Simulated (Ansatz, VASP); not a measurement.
One calculation of BaTiO3, two programs

```
Ba Ti O
1.0
     3.97275    0.00000    0.00000
     0.00000    3.97275    0.00000
     0.00000    0.00000    4.17308
Ba Ti O
1 1 3
Direct
  0.50000 0.50000 0.58845
  0.00000 0.00000 0.10711
  0.00000 0.50000 0.06178
  0.50000 0.00000 0.06178
  0.00000 0.00000 0.54088
```

Change from the starting cell: strain along c alone, the other axes held, atoms relaxed: +1.5 %.

Alike in both runs: functional r2SCAN; k mesh 8 × 8 × 8; occupations gaussian, width 0.02 eV; no spin polarisation.

Ansatz relaxed the structure, and its values are those at the end. VASP's run is a single point on that final structure, the one shown.

|  | VASP | Ansatz |
| --- | --- | --- |
| version | VASP 6.6.1 | Ansatz 0.2.0 |
| potentials or method | VASP PAW PBE potentials, release 64 (Ba_sv, Ti_sv, O), cutoff 520 eV | scalar-relativistic, plane waves, PAW |
| valence electrons in the cell | 40 | 40 |

```tsv
	VASP	Ansatz	Ansatz less VASP
gap on the k mesh at the Fermi level (eV)	2.20	2.22	+0.015
least direct gap on the mesh (eV)	2.77	2.76	-0.009
pressure (GPa)	0.4	-1.4	-1.84
rms of the force components (eV/Å)	0.067	0.000	-0.0662
```

VASP's potentials were made for PBE, not for r2SCAN. Ansatz's warnings: stress scf threshold loose.

Neither program's run includes spin-orbit coupling.
